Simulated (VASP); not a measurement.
# HfS2 in VASP: further runs, part 2 of 2

VASP 6.6.1. The steps go on from the part before.

## (3) Relaxation of the atoms, PBE+D3(BJ) (biaxial strain +0.040)

INCAR reads:

```
PREC = Accurate
ENCUT = 450
EDIFF = 1E-7
ISMEAR = 0
SIGMA = 0.02
LREAL = F
LASPH = T
NELM = 120
ALGO = Normal
ISIF = 2
LWAVE = F
LCHARG = F
LDIPOL = T
IDIPOL = 3
DIPOL = 0.5 0.5 0.500
GGA = PE
IVDW = 12
IBRION = 2
NSW = 60
EDIFFG = -0.01
GGA_COMPAT = F
NELMIN = 4
NELMDL = -8
```

KPOINTS reads:

```
regular mesh
0
Gamma
  9 9 1
```

POSCAR reads:

```
HfS2
1.0
    3.7630642059      0.0000000000      0.0000000000
   -1.8815321029      3.2589091984      0.0000000000
    0.0000000000      0.0000000000     31.8244159702
S Hf
2 1
Direct
    0.6666666667      0.3333333333      0.4542712592
    0.3333333333      0.6666666667      0.5457287408
    0.0000000000      0.0000000000      0.5000000000
```

Potentials or basis: VASP PAW PBE potentials, release 64 (S, Hf_pv).

Run with:

```
$ cat potpaw_PBE.64/S/POTCAR potpaw_PBE.64/Hf_pv/POTCAR > POTCAR
$ mpirun -np 1 vasp_std > vasp.out
```

OUTCAR:

```text
PREC = Accurate
   ENCUT = 450
   EDIFF = 1E-7
   ISMEAR = 0
   LREAL = F
   LASPH = T
   NELM = 120
   ISIF = 2
   GGA = PE
   IVDW = 12
   IBRION = 2
   NSW = 60
   EDIFFG = -0.01
   NELMIN = 4
   NELMDL = -8
 IVDW          = 12

 ion  position               nearest neighbor table
   1  0.667  0.333  0.454-   3 2.61   3 2.61   3 2.61
   2  0.333  0.667  0.546-   3 2.61   3 2.61   3 2.61
   3  0.000  0.000  0.500-   1 2.61   2 2.61   2 2.61   1 2.61   1 2.61   2 2.61

  LATTYP: Found a hexagonal cell.
 ALAT       =     3.7630642059
 C/A-ratio  =     8.4570483598

  Lattice vectors:

 A1 = (   3.7630642059,   0.0000000000,   0.0000000000)
 A2 = (  -1.8815321029,   3.2589091984,   0.0000000000)
 A3 = (   0.0000000000,   0.0000000000,  31.8244159702)

Analysis of symmetry for initial positions (statically):
=====================================================================
 Subroutine PRICEL returns:
 Original cell was already a primitive cell.

 Routine SETGRP: Setting up the symmetry group for a
 hexagonal supercell.

 Subroutine GETGRP returns: Found 12 space group operations
 (whereof 12 operations were pure point group operations)
 out of a pool of 24 trial point group operations.

The static configuration has the point symmetry D_3d.

Analysis of symmetry for dynamics (positions and initial velocities):
=====================================================================
 Subroutine PRICEL returns:
 Original cell was already a primitive cell.

 Routine SETGRP: Setting up the symmetry group for a
 hexagonal supercell.

 Subroutine GETGRP returns: Found 12 space group operations
 (whereof 12 operations were pure point group operations)
 out of a pool of 24 trial point group operations.

The dynamic configuration has the point symmetry D_3d.

 Subroutine INISYM returns: Found 12 space group operations
 (whereof 12 operations are pure point group operations),
 and found     1 'primitive' translations

[... 116 lines left out ...]
 Gauss-broadening in eV      SIGMA  =   0.02
  energy-cutoff  :      450.00
  volume of cell :      390.28
 maximum number of plane-waves:      8559
 NGX is ok and might be reduce to    28
   NGX = 13   NGY = 13   NGZ =111

 dipolmoment           0.000000      0.000000      0.000000 electrons x Angstroem

--------------------------------------- Ionic step        1  -------------------------------------------

 number of electron      21.9999998 magnetization

 Free energy of the ion-electron system (eV)
  ---------------------------------------------------
  ext. energy  EPLUGINS =         0.00000000
  ---------------------------------------------------
  free energy    TOTEN  =       -22.80887025 eV

  energy without entropy =      -22.80887025  energy(sigma->0) =      -22.80887025

------------------------ aborting loop because EDIFF is reached ----------------------------------------

 Edisp (eV)   -0.62771

 E8    (eV) :    -0.2880
[... 73 lines left out ...]
--------------------------------------- Ionic step        3  -------------------------------------------

 number of electron      21.9999998 magnetization

 dipolmoment           0.000000      0.000000     -0.000000 electrons x Angstroem

 Free energy of the ion-electron system (eV)
  ---------------------------------------------------
  ext. energy  EPLUGINS =         0.00000000
  ---------------------------------------------------
  free energy    TOTEN  =       -22.85448295 eV

  energy without entropy =      -22.85448295  energy(sigma->0) =      -22.85448295

 E-fermi :  -4.8367     XC(G=0):  -2.0050

 val. band max:       -4.9462228051   @ k =   0.0000   0.0000   0.0000
 cond. band min:      -3.2556476250   @ k =   0.4444  -0.0000   0.0000
 fundamental gap:      1.6905751801
 Fermi energy:        -4.8367317744

 k-point     1 :       0.0000    0.0000    0.0000
  band No.  band energies     occupation
      1     -35.6548      2.00000
      2     -35.5406      2.00000
      3     -35.5406      2.00000
      4     -17.4111      2.00000
      5     -15.9967      2.00000
      6      -8.4937      2.00000
      7      -7.5655      2.00000
      8      -7.5655      2.00000
      9      -5.4415      2.00000
     10      -4.9462      2.00000
     11      -4.9462      2.00000
     12      -2.8178      0.00000
     13      -2.8178      0.00000
     14      -1.9273      0.00000
[... 187 lines left out ...]
      4     -16.0942      2.00000
      5     -16.0942      2.00000
      6      -8.4600      2.00000
      7      -8.0495      2.00000
      8      -8.0495      2.00000
      9      -6.4288      2.00000
     10      -6.4288      2.00000
     11      -6.3940      2.00000
     12      -2.3021      0.00000
     13      -1.2487      0.00000
     14      -1.2487      0.00000
     15       0.9218      0.00000

------------------------ aborting loop because EDIFF is reached ----------------------------------------

 vacuum level on the upper side and lower side of the slab       (xc-potential included)        -0.057        -0.057

 Edisp (eV)   -0.63735

 E8    (eV) :    -0.2923

  FORCE on cell =-STRESS in cart. coord.  units (eV):
  Direction    XX          YY          ZZ          XY          YZ          ZX
  --------------------------------------------------------------------------------------
  -------------------------------------------------------------------------------------
  Total      -2.71768    -2.71768    -0.04892    -0.00000     0.00000     0.00000
  in kB     -11.15666   -11.15666    -0.20084    -0.00000     0.00000     0.00000
  external pressure =       -7.50 kB  Pullay stress =        0.00 kB
[... 18 lines left out ...]
  FREE ENERGIE OF THE ION-ELECTRON SYSTEM (eV)
  ---------------------------------------------------
  free  energy   TOTEN  =       -23.4918288651 eV

  energy  without entropy=      -23.4918288651  energy(sigma->0) =      -23.49182887

 reached required accuracy - stopping structural energy minimisation

 vacuum level on the upper side and lower side of the slab         1.621         1.621
```

It took 6.7 min on 1 thread of Oxide Virtual Turin-like, shared host; peak memory 0.45 GiB.

Results:

* Free energy: -23.4918 eV
* Energy gained by relaxing: 18.4 meV/atom
* Ionic steps: 3
* Largest force after relaxing: 0.007 eV/Å
* Band gap on the k mesh: 1.69 eV (least direct gap 2.13 eV)
* Dispersion energy per atom: -0.212 eV

Forces in eV/Å, atoms in the order of the input:
```
S    0.000  0.000  0.007
S    0.000  0.000 -0.007
Hf   0.000  0.000  0.000
```

Step by step:
| step | energy change (eV) | largest force (eV/Å) | pressure (GPa) |
| --- | --- | --- | --- |
| 1 | 0.0000 | 0.7478 | -1.39 |
| 2 | -0.0409 | 0.3841 | -1.08 |
| 3 | -0.0552 | 0.0074 | -0.75 |

Final structure:
```yaml
crystal:
  lattice:
    - [3.76306, 0.00000, 0.00000]
    - [-1.88153, 3.25891, 0.00000]
    - [0.00000, 0.00000, 31.82442]
  atoms:
    - { symbol: S, position: [0.66667, 0.33333, 0.45655] }
    - { symbol: S, position: [0.33333, 0.66667, 0.54345] }
    - { symbol: Hf, position: [0.00000, 0.00000, 0.50000] }
```

Caveat: the cell differs from its parent crystal (biaxial strain +0.040); spin-orbit coupling is left out, which moves the levels of the heavy elements.
